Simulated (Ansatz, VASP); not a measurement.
# FeSi: VASP beside Ansatz

POSCAR

```
FeSi
1.0
    4.4466503112      0.0000000000      0.0000000000
    0.0000000000      4.4466503112      0.0000000000
    0.0000000000      0.0000000000      4.4466503112
Fe Si
4 4
Direct
    0.1366600336      0.1366600336      0.1366600336
    0.3633399664      0.8633399664      0.6366600336
    0.6366600336      0.3633399664      0.8633399664
    0.8633399664      0.6366600336      0.3633399664
    0.8411319744      0.8411319744      0.8411319744
    0.6588680256      0.1588680256      0.3411319744
    0.3411319744      0.6588680256      0.1588680256
    0.1588680256      0.3411319744      0.6588680256
```

Contents of INCAR.step1:

```
ALGO = Normal
EDIFF = 1E-4
ENCUT = 520
GGA = PE
ISMEAR = 0
LASPH = T
LCHARG = F
LREAL = F
LWAVE = T
NBANDS = 34
NELM = 60
PREC = Accurate
SIGMA = 0.01
```

The input INCAR.step2:

```
ALGO = Normal
EDIFF = 1E-6
ENCUT = 520
ISIF = 2
ISMEAR = 0
ISTART = 1
LASPH = T
LCHARG = F
LMIXTAU = T
LREAL = F
LWAVE = F
METAGGA = R2SCAN
NBANDS = 34
NELM = 60
PREC = Accurate
SIGMA = 0.01
```

Contents of KPOINTS:

```
k-points
0
Gamma
  6 6 6
```

Input for Ansatz:

```yaml
crystal:
  lattice:
    - [4.4466503112, 0.0, 0.0]
    - [0.0, 4.4466503112, 0.0]
    - [0.0, 0.0, 4.4466503112]
  atoms:
    - { symbol: Fe, position: [0.1366600336, 0.1366600336, 0.1366600336] }
    - { symbol: Fe, position: [0.3633399664, 0.8633399664, 0.6366600336] }
    - { symbol: Fe, position: [0.6366600336, 0.3633399664, 0.8633399664] }
    - { symbol: Fe, position: [0.8633399664, 0.6366600336, 0.3633399664] }
    - { symbol: Si, position: [0.8411319744, 0.8411319744, 0.8411319744] }
    - { symbol: Si, position: [0.6588680256, 0.1588680256, 0.3411319744] }
    - { symbol: Si, position: [0.3411319744, 0.6588680256, 0.1588680256] }
    - { symbol: Si, position: [0.1588680256, 0.3411319744, 0.6588680256] }
kpoints:
  mp_grid: { grid: [6, 6, 6] }
hamiltonian:
  xc: r2scan
scf:
  occupations: { method: fixed }
  n_extra_bands: 6
output:
  forces: true
  stress: true
  eigenvalues: true
```

Alike in both runs: task single point; functional r2SCAN; k mesh 6 × 6 × 6; no spin polarisation.

```csv
,VASP,Ansatz
version,VASP 6.6.1,Ansatz 0.2.0
potentials or method,"VASP PAW PBE potentials, release 64 (Fe, Si)","plane waves, PAW"
plane-wave cutoff (eV),520,500
occupations,"gaussian, width 0.01 eV",fixed
valence electrons in the cell,48,80
```

|  | VASP | Ansatz | Ansatz less VASP |
| --- | --- | --- | --- |
| gap on the k mesh at the Fermi level (eV) | 0.32 | 0.33 | +0.012 |
| pressure (GPa) | -6.7 | -7.1 | -0.37 |
| rms of the force components (eV/Å) | 0.042 | 0.053 | +0.0117 |

VASP's potentials were made for PBE, not for r2SCAN. Atom by atom the forces differ by 0.013 eV/Å (rms over components). VASP's potentials hold 48 valence electrons a cell and Ansatz's 80, so a difference there can come from the potentials and not from the codes.
